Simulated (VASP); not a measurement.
**Al: single point with LDA**

Crystal: Al.

```
Al
1.0
     0.00000    1.95114    1.95114
     1.95114    0.00000    1.95114
     1.95114    1.95114    0.00000
Al
1
Direct
  0.00000 0.00000 0.00000
```

This cell differs from its parent crystal: volume scaled by 0.94.

```
Program                : VASP 6.6.1
Task                   : single point
Functional             : LDA
Potentials or basis    : VASP PAW LDA potentials, release 64 (Al)
Cutoff                 : 500 eV
k mesh                 : 18 × 18 × 18
Occupations            : gaussian, width 0.1 eV
Spin                   : no spin polarisation
Dipole correction      : no
Further INCAR settings : ALGO = Normal; EDIFF = 1e-06; NBANDS = 8
```

The pressure is 6.0 GPa.

Levels at points of the mesh, in eV from the Fermi level:
| k point | band 1 | band 2 | band 3 | band 4 | band 5 | band 6 |
| --- | --- | --- | --- | --- | --- | --- |
| (0.00, 0.00, 0.00) | -11.84 | 13.16 | 13.16 | 13.16 | 15.32 | 15.32 |
| (0.50, 0.00, 0.00) | -4.97 | -4.54 | 11.93 | 11.93 | 12.40 | 12.40 |
| (0.50, 0.50, 0.00) | -3.15 | -1.64 | 5.32 | 6.05 | 6.05 | 10.01 |

Run time: 9.6 s on 1 thread of AMD EPYC 9R45 (Zen 5), on a shared host, peak memory 0.09 GiB.
